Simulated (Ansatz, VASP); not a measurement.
# CaSe: VASP beside Ansatz

INCAR

```
SYSTEM = CaSe
  PREC = Accurate
  ENCUT = 520
  EDIFF = 1E-7
  ISMEAR = -1
  SIGMA = 0.08
  LREAL = .FALSE.
  LASPH = .TRUE.
  NELM = 80
  ALGO = Normal
  ISIF = 2
  LWAVE = .FALSE.
  LCHARG = .TRUE.
  GGA = PE
  LELF = .TRUE.
  LVHAR = .TRUE.
  NBANDS = 15
```

File KPOINTS:

```
regular mesh
0
G
  12 12 12
  0 0 0
```

File POSCAR:

```
CaSe
1.0
    0.0000000000      2.8218793405      2.8218793405
    2.8218793405      0.0000000000      2.8218793405
    2.8218793405      2.8218793405      0.0000000000
Ca Se
1 1
Direct
    0.0000000000      0.0000000000      0.0000000000
    0.5000000000      0.5000000000      0.5000000000
```

Input for Ansatz:

```yaml
crystal:
  lattice:
    - [0.0, 2.8218793405, 2.8218793405]
    - [2.8218793405, 0.0, 2.8218793405]
    - [2.8218793405, 2.8218793405, 0.0]
  atoms:
    - { symbol: Ca, position: [0.0, 0.0, 0.0] }
    - { symbol: Se, position: [0.5, 0.5, 0.5] }
kpoints:
  mp_grid: { grid: [12, 12, 12] }
scf:
  occupations: { method: fermi_dirac, width: 0.08 }
hamiltonian:
  xc: pbe
  pseudopotentials: { kind: paw }
output:
  forces: true
  stress: true
  eigenvalues: true
  populations: true
```

Change from the starting cell: volume scaled by 0.85, PAW files.

Alike in both runs: task single point; functional PBE; k mesh 12 × 12 × 12; occupations fermi-dirac, width 0.08 eV; no spin polarisation.

```csv
,VASP,Ansatz
version,VASP 6.6.1,Ansatz 0.2.0
potentials or method,"VASP PAW PBE potentials, release 64 (Ca_sv, Se)","PAW with Ansatz's default frozen-core files, scalar-relativistic"
plane-wave cutoff (eV),520,420
valence electrons in the cell,16,26
```

```tsv
	VASP	Ansatz	Ansatz less VASP
pressure (GPa)	11.2	10.9	-0.31
```

The functional is the same, so the differences come from potentials, cutoffs and numerics. VASP's potentials hold 16 valence electrons a cell and Ansatz's 26, so a difference there can come from the potentials and not from the codes.
